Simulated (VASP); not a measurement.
Crystal: HfBe2Si2.

```
Hf Be Si
1.0
    -1.77530    1.77530    4.74104
     1.77530   -1.77530    4.74104
     1.77530    1.77530   -4.74104
Hf Be Si
1 2 2
Direct
  0.00000 0.00000 0.00000
  0.37800 0.37800 0.00000
  0.62200 0.62200 0.00000
  0.75000 0.25000 0.50000
  0.25000 0.75000 0.50000
```

The cell was generated, and may not be a known phase.

* Program: VASP 6.6.1
* Task: relaxation of cell and atoms
* Functional: PBE
* Potentials or basis: VASP PAW PBE potentials, release 64 (Hf_pv, Be, Si)
* Cutoff: 600 eV
* k mesh: 6 × 6 × 6
* Occupations: gaussian, width 0.1 eV
* Spin: no spin polarisation

At the start: pressure 10.7 GPa; volume 11.95 Å³/atom.

How do energy, volume and symmetry change on relaxing?

Over 11 steps the energy falls by 109.9 meV/atom and the volume is 12.69 Å³/atom (+6.1 %); space group I4/mmm (No. 139, to 0.1 Å) before and after.

The path:
```tsv
step	energy change (eV)	largest force (eV/Å)	pressure (GPa)	volume (Å³)
1	0.0000	2.4551	10.75	59.77
2	-0.4543	0.4548	-5.82	66.94
3	-0.4661	0.7302	-4.12	65.82
4	-0.5368	0.0055	-0.56	63.61
5	-0.5368	0.0007	-0.54	63.60
6	-0.5416	0.0875	0.24	63.20
7	-0.5427	0.1453	0.83	62.92
8	-0.5462	0.1443	0.57	63.08
9	-0.5483	0.1245	0.15	63.32
10	-0.5483	0.1282	0.20	63.29
11	-0.5494	0.0252	-0.06	63.43
```

Final structure:
```xyz
5
Lattice="-1.8208 1.8208 4.7833 1.8208 -1.8208 4.7833 1.8208 1.8208 -4.7833" Properties=species:S:1:pos:R:3 pbc="T T T"
Hf    0.0000    0.0000    0.0000
Be    1.8208    1.8208   -1.0000
Be    0.0000    0.0000    5.7833
Si    0.0000    1.8208    2.3917
Si    1.8208    0.0000    2.3917
```
